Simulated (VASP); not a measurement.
A run of VASP 6.6.1:

The input INCAR:

```
SYSTEM = Sn2Se
PREC     = Accurate       ! precision mode
ENCUT    = 600            ! plane-wave cutoff, eV
EDIFF    = 1E-7           ! SCF threshold, eV
ISMEAR   = 0              ! smearing method
SIGMA    = 0.1            ! smearing width, eV
LREAL    = .False.        ! projectors in reciprocal space
LASPH    = .True.         ! aspherical terms in the spheres
NELM     = 80             ! most SCF steps
ALGO     = Normal         ! electronic algorithm
ISIF     = 3              ! what is computed and relaxed
LWAVE    = .False.        ! write WAVECAR
LCHARG   = .False.        ! write CHGCAR
GGA      = PE             ! functional
IBRION   = 2              ! ionic algorithm
NSW      = 100            ! ionic steps
EDIFFG   = -0.01          ! ionic threshold
```

Contents of KPOINTS:

```
regular mesh
0
Gamma
  12 12 12
  0 0 0
```

Contents of POSCAR:

```
Sn2Se
1.0
    0.0000000000      3.5854467747      3.5854467747
    3.5854467747      0.0000000000      3.5854467747
    3.5854467747      3.5854467747      0.0000000000
Sn Se
2 1
Direct
    0.2500000000      0.2500000000      0.2500000000
    0.7500000000      0.7500000000      0.7500000000
    0.5000000000      0.5000000000      0.5000000000
```

Potentials or basis: VASP PAW PBE potentials, release 64 (Sn_d, Se).

Run with:

```bash
$ cat potpaw_PBE.64/Sn_d/POTCAR potpaw_PBE.64/Se/POTCAR > POTCAR
$ mpirun -np 1 vasp_std > vasp.out
```

Hardware: 1 thread of AMD EPYC 7571 (shared host).

Q: How long does it take, and how much memory?

A: It took 10 min on 1 thread of AMD EPYC 7571 (shared host), peak memory 0.34 GiB. Counts: scf iterations 21, k points 72, ion steps 2.
